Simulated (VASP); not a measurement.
# Fe (Fm-3m) in VASP: further runs

Fe is run at these levels: PBE; tasks: single point.

Everything below comes from runs of VASP 6.6.1. Logs are shortened: lines on timing, memory, paths and dates and some standing lists are left out, and cuts for length are marked.

**1. The cell of the first run**

It takes space group Fm-3m (No. 225, cubic). The conventional cell has a = 3.555 Å, b = 3.555 Å, c = 3.555 Å, α = 90.00°, β = 90.00°, γ = 90.00°. Fe (site symmetry m-3m) has 12 Fe at 2.51 Å within 3.3 Å.

**2. Single point, PBE, collinear spin, ferromagnetic start**

The input, INCAR:

```
ALGO = Normal
EDIFF = 1E-6
ENCUT = 520
GGA = PE
ISIF = 2
ISMEAR = -1
ISPIN = 2
LASPH = T
LCHARG = F
LMAXMIX = 4
LORBIT = 11
LREAL = F
LWAVE = F
MAGMOM = 1.82
NBANDS = 14
NELM = 150
NUPDOWN = 1.82
PREC = Accurate
SIGMA = 0.1
```

The input, KPOINTS:

```
k-points
0
Gamma
  12 12 12
```

The input, POSCAR:

```
Fe
1.0
    0.0000000000      1.7775000000      1.7775000000
    1.7775000000      0.0000000000      1.7775000000
    1.7775000000      1.7775000000      0.0000000000
Fe
1
Direct
    0.0000000000      0.0000000000      0.0000000000
```

Potentials or basis: VASP PAW PBE potentials, release 64 (Fe).

Run with:

```sh
$ cat potpaw_PBE.64/Fe/POTCAR > POTCAR
$ mpirun -np 1 vasp_std > vasp.out
```

OUTCAR:

```text
EDIFF = 1E-6
   ENCUT = 520
   GGA = PE
   ISIF = 2
   ISMEAR = -1
   ISPIN = 2
   LASPH = T
   LORBIT = 11
   LREAL = F
   NELM = 150
   NUPDOWN = 1.82
   PREC = Accurate

 ion  position               nearest neighbor table
   1  0.000  0.000  0.000-

  LATTYP: Found a face centered cubic cell.
 ALAT       =     3.5550000000

  Lattice vectors:

 A1 = (   0.0000000000,   1.7775000000,   1.7775000000)
 A2 = (   1.7775000000,   0.0000000000,   1.7775000000)
 A3 = (   1.7775000000,   1.7775000000,   0.0000000000)

Analysis of symmetry for initial positions (statically):
=====================================================================
 Subroutine PRICEL returns:
 Original cell was already a primitive cell.

 Routine SETGRP: Setting up the symmetry group for a
 face centered cubic supercell.

 Subroutine GETGRP returns: Found 48 space group operations
 (whereof 48 operations were pure point group operations)
 out of a pool of 48 trial point group operations.

The static configuration has the point symmetry O_h .

Analysis of symmetry for dynamics (positions and initial velocities):
=====================================================================
 Subroutine PRICEL returns:
 Original cell was already a primitive cell.

 Routine SETGRP: Setting up the symmetry group for a
 face centered cubic supercell.

 Subroutine GETGRP returns: Found 48 space group operations
 (whereof 48 operations were pure point group operations)
 out of a pool of 48 trial point group operations.

The dynamic configuration has the point symmetry O_h .

Analysis of structural, dynamic, and magnetic symmetry:
=====================================================================
 Subroutine PRICEL returns:
 Original cell was already a primitive cell.

 Routine SETGRP: Setting up the symmetry group for a
 face centered cubic supercell.

 Subroutine GETGRP returns: Found 48 space group operations
 (whereof 48 operations were pure point group operations)
 out of a pool of 48 trial point group operations.

The overall configuration has the point symmetry O_h .

 Subroutine INISYM returns: Found 48 space group operations
 (whereof 48 operations are pure point group operations),
 and found     1 'primitive' translations

----------------------------------------------------------------------------------------

                                     Primitive cell

  volume of cell :      11.2320

  direct lattice vectors                    reciprocal lattice vectors
     0.000000000  1.777500000  1.777500000    -0.281293952  0.281293952  0.281293952
[... 115 lines left out ...]
 spin polarized calculation
  energy-cutoff  :      520.00
  volume of cell :       11.23
 maximum number of plane-waves:       311
   NGX =  9   NGY =  9   NGZ =  9

 number of electron       7.9999994 magnetization       1.8199998

 Free energy of the ion-electron system (eV)
  ---------------------------------------------------
  ext. energy  EPLUGINS =         0.00000000
  ---------------------------------------------------
  free energy    TOTEN  =        -8.09581882 eV

  energy without entropy =       -8.03061029  energy(sigma->0) =       -8.06321455

 E-fermi :   5.9148     XC(G=0): -13.1936

 val. band max:        5.9370007557   @ k =   0.5000   0.0000   0.0000
 cond. band min:       5.9186642780   @ k =   0.5000   0.3333   0.0000
 fundamental gap:     -0.0183364778
 Fermi energy:         5.9452381051

 spin component 1

 k-point     1 :       0.0000    0.0000    0.0000
  band No.  band energies     occupation
      1      -2.5699      1.00000
      2       3.8386      1.00000
      3       3.8386      1.00000
      4       3.8386      1.00000
      5       4.8443      0.99998
      6       4.8443      0.99998
      7      28.4710      0.00000
      8      33.0379      0.00000
      9      33.0379      0.00000
     10      33.0379      0.00000
     11      36.1418      0.00000
     12      36.1418      0.00000
     13      36.1418      0.00000
     14      38.4488      0.00000
[... 379 lines left out ...]
      3       4.0168      1.00000
      4       4.0755      1.00000
      5       5.8025      0.80648
      6       8.7817      0.00000
      7      13.2470      0.00000
      8      22.9156      0.00000
      9      27.7108      0.00000
     10      28.4754      0.00000
     11      37.3263      0.00000
     12      37.5603      0.00000
     13      44.9558      0.00000
     14      47.4886      0.00000

 [... further k-points ...]

 spin component 2

 k-point     1 :       0.0000    0.0000    0.0000
  band No.  band energies     occupation
      1      -2.3947      1.00000
      2       5.3730      0.99558
      3       5.3731      0.99558
      4       5.3731      0.99558
      5       7.1761      0.00000
      6       7.1762      0.00000
      7      28.2052      0.00000
      8      33.3697      0.00000
      9      33.3697      0.00000
     10      33.3697      0.00000
     11      36.6242      0.00000
     12      36.6242      0.00000
     13      36.6242      0.00000
     14      37.9421      0.00000
[... 379 lines left out ...]
      3       5.2116      0.99912
      4       5.9693      0.36691
      5       7.7535      0.00000
      6       9.9765      0.00000
      7      14.2453      0.00000
      8      23.3671      0.00000
      9      28.2688      0.00000
     10      28.6667      0.00000
     11      37.7573      0.00000
     12      37.7982      0.00000
     13      45.3978      0.00000
     14      47.9480      0.00000

 [... further k-points ...]
[... 5 lines left out ...]
  --------------------------------------------------------------------------------------
  -------------------------------------------------------------------------------------
  Total       -0.1249622     -0.1249622     -0.1249622      0.0000000      0.0000000     -0.0000000
  in kB      -17.8250409    -17.8250409    -17.8250409      0.0000000      0.0000000     -0.0000000
  external PRESSURE =     -17.8250409 kB  Pullay stress =       0.0000000 kB

 VOLUME and BASIS-vectors are now :
 -----------------------------------------------------------------------------
  energy-cutoff  :      520.00
  volume of cell :       11.23
      direct lattice vectors                 reciprocal lattice vectors
     0.000000000  1.777500000  1.777500000    -0.281293952  0.281293952  0.281293952
     1.777500000  0.000000000  1.777500000     0.281293952 -0.281293952  0.281293952
     1.777500000  1.777500000  0.000000000     0.281293952  0.281293952 -0.281293952

 POSITION                                       TOTAL-FORCE (eV/Angst)
 -----------------------------------------------------------------------------------
      0.00000      0.00000      0.00000        -0.000000     -0.000000      0.000000
 -----------------------------------------------------------------------------------
    total drift:                                0.000000      0.000000      0.000000

  FREE ENERGIE OF THE ION-ELECTRON SYSTEM (eV)
  ---------------------------------------------------
  free  energy   TOTEN  =        -8.0958188200 eV

  energy  without entropy=       -8.0306102862  energy(sigma->0) =       -8.06321455

 total charge

# of ion       s       p       d       tot
------------------------------------------
    1        0.496   0.547   6.247   7.291

 magnetization (x)

# of ion       s       p       d       tot
------------------------------------------
    1       -0.013  -0.036   1.859   1.810
```

Run time: 14 s. Hardware: 1 thread of Intel Xeon Platinum 8488C (Sapphire Rapids), shared host; peak memory 0.13 GiB.

What came out:

| Quantity | Value |
| --- | --- |
| Free energy | -8.0958 eV |
| Pressure | -1.8 GPa |
| Net moment | 1.82 μB per cell |
| Site moments | Fe +1.81 μB |
| Valence electrons inside the program's atomic spheres | Fe 7.29 |

Caveat: the total moment is fixed, so each spin has its own Fermi level.

**3. Single point, PBE, collinear spin, ferromagnetic start**

The input, INCAR:

```
PREC = Accurate
ENCUT = 520
EDIFF = 1E-7
ISMEAR = -1
SIGMA = 0.1
LREAL = F
LASPH = T
NELM = 150
ALGO = Normal
ISIF = 2
LWAVE = F
LCHARG = T
ISPIN = 2
MAGMOM = 2.55
LORBIT = 11
NUPDOWN = 2.55
LMAXMIX = 4
GGA = PE
LELF = T
LVHAR = T
NBANDS = 14
```

The input, KPOINTS:

```
Automatic mesh
0
Gamma
  12 12 12
```

POSCAR is that of step 2.

Potentials or basis: VASP PAW PBE potentials, release 64 (Fe).

Run with:

```sh
$ cat potpaw_PBE.64/Fe/POTCAR > POTCAR
$ mpirun -np 1 vasp_std > vasp.out
```

Run time: 17 s. Hardware: 1 thread of Intel Xeon Platinum 8488C (Sapphire Rapids), shared host; peak memory 0.13 GiB.

The run converged. Its results:

* Free energy: -8.0707 eV
* Pressure: 14.7 GPa
* Net moment: 2.55 μB per cell
* Site moments: Fe +2.53 μB
* Valence electrons inside the program's atomic spheres: Fe 7.29

Caveat: the total moment is fixed, so each spin has its own Fermi level.

**4. Single point, PBE, collinear spin, ferromagnetic start**

The input, INCAR:

```
SYSTEM = Fe
PREC = Accurate
ENCUT = 520
EDIFF = 1E-6
ISMEAR = -1
SIGMA = 0.1
LREAL = .FALSE.
LASPH = .TRUE.
NELM = 150
ALGO = Normal
ISIF = 2
LWAVE = .FALSE.
LCHARG = .TRUE.
ISPIN = 2
MAGMOM = 0.4
LORBIT = 11
LMAXMIX = 4
GGA = PE
LELF = .TRUE.
LVHAR = .TRUE.
NBANDS = 14
```

The input, KPOINTS:

```
Automatic mesh
0
G
  12 12 12
  0 0 0
```

POSCAR is that of step 3.

Run with:

```sh
$ cat potpaw_PBE.64/Fe/POTCAR > POTCAR
$ mpirun -np 1 vasp_std > vasp.out
```

Wall time 22 s (1 thread of Intel Xeon Platinum 8488C (Sapphire Rapids), shared host); peak memory 0.14 GiB.

It converged, with:

```yaml
Free_energy: -8.0373 eV
Pressure: -20.8 GPa
Band_gap_on_the_k_mesh: zero (filled and empty bands overlap)
Net_moment: 0.00 μB per cell
Valence_electrons_inside_the_program's_atomic_spheres: Fe 7.28
```

Levels at points of the mesh, in eV from the Fermi level:
Spin up:
```tsv
k point	band 1	band 2	band 3	band 4	band 5	band 6	band 7	band 8
(0.00, 0.00, 0.00)	-8.31	-1.43	-1.43	-1.43	-0.08	-0.08	22.53	27.38
(0.50, 0.00, 0.00)	-4.34	-1.50	-1.50	0.21	0.85	0.85	7.45	21.15
(0.50, 0.50, 0.00)	-4.35	-3.67	0.83	1.09	1.09	3.02	10.73	15.26
```
Spin down:
```tsv
k point	band 2	band 3	band 4	band 5	band 6	band 7
(0.00, 0.00, 0.00)	-1.43	-1.43	-1.43	-0.08	-0.08	22.53
(0.50, 0.00, 0.00)	-1.50	-1.50	0.21	0.85	0.85	7.45
(0.50, 0.50, 0.00)	-3.67	0.82	1.09	1.09	3.02	10.73
```

**5. Single point, PBE, collinear spin, ferromagnetic start**

The input, INCAR:

```
PREC     = Accurate       # precision mode
ENCUT    = 600            # plane-wave cutoff, eV
EDIFF    = 1E-6           # SCF threshold, eV
ISMEAR   = -1             # smearing method
SIGMA    = 0.1            # smearing width, eV
LREAL    = F              # projectors in reciprocal space
LASPH    = T              # aspherical terms in the spheres
NELM     = 200            # most SCF steps
ALGO     = Normal         # electronic algorithm
ISIF     = 2              # what is computed and relaxed
LWAVE    = F              # write WAVECAR
LCHARG   = F              # write CHGCAR
ISPIN    = 2              # spin polarisation
MAGMOM   = 4              # initial moments
LORBIT   = 11             # projections on sites
LMAXMIX  = 4              # l up to which the mixer works
GGA      = PE             # functional
NBANDS   = 18             # bands
GGA_COMPAT= F
```

The input, KPOINTS:

```
regular mesh
0
Gamma
  12 12 12
```

POSCAR is that of step 4.

Potentials or basis: VASP PAW PBE potentials, release 64 (Fe_sv).

Run with:

```sh
$ cat potpaw_PBE.64/Fe_sv/POTCAR > POTCAR
$ mpirun -np 1 vasp_std > vasp.out
```

It took 55 s on 1 thread of AMD EPYC 7R43 (Zen 3), shared host; peak memory 0.11 GiB.

It converged, with:

```yaml
Free_energy: -8.2186 eV
Pressure: -12.7 GPa
Net_moment: 1.40 μB per cell
Site_moments: Fe +1.40 μB
Valence_electrons_inside_the_program's_atomic_spheres: Fe 13.74
```

Levels at points of the mesh, in eV from the Fermi level:
Spin up:
```
           k point  band 5  band 6  band 7  band 8  band 9  band 10  band 11  band 12  band 13  band 14
(0.00, 0.00, 0.00)   -8.55   -1.94   -1.94   -1.94   -0.98    -0.98    21.96    26.69    26.69    26.69
(0.50, 0.00, 0.00)   -4.74   -2.23   -2.23   -0.04    0.17     0.17     7.03    20.67    24.72    24.72
(0.50, 0.50, 0.00)   -5.00   -4.13   -0.11    0.55    0.55     2.76    10.21    14.85    14.85    20.04
```
Spin down:
| k point | band 4 | band 5 | band 6 | band 7 | band 8 | band 9 | band 10 | band 11 |
| --- | --- | --- | --- | --- | --- | --- | --- | --- |
| (0.00, 0.00, 0.00) | -51.94 | -8.43 | -0.86 | -0.86 | -0.86 | 1.01 | 1.01 | 21.74 |
| (0.50, 0.00, 0.00) | -52.00 | -4.09 | -0.73 | -0.73 | 0.04 | 1.75 | 1.75 | 7.83 |
| (0.50, 0.50, 0.00) | -52.11 | -3.81 | -3.27 | 1.80 | 1.80 | 1.97 | 2.88 | 11.21 |

Caveat: the moment fell far below its start of 4 μB, so a state of higher moment may lie lower in energy.

**6. Summary**

```tsv
potentials or basis	fixed moment (μB)	cutoff (eV)	second run	gap on the mesh (eV)	pressure (GPa)	moment (μB)
VASP PAW PBE potentials, release 64 (Fe)	1.82	520	-	-	-1.8	1.82
VASP PAW PBE potentials, release 64 (Fe)	2.55	520	-	-	14.7	2.55
VASP PAW PBE potentials, release 64 (Fe)	-	520	-	none	-20.8	0.00
VASP PAW PBE potentials, release 64 (Fe_sv)	-	600	valence_matched	none	-12.7	1.40
```

Alike in all rows: task single point; level PBE; spin collinear, ferromagnetic start; cell as given; k mesh 12 × 12 × 12; smearing fermi-dirac 0.1 eV.

Caveats: the total moment is fixed, so each spin has its own Fermi level (some runs); the moment fell far below its start of 4 μB, so a state of higher moment may lie lower in energy (some runs).

Total energies depend on the potentials used, so only differences within one code and one set of settings carry meaning.
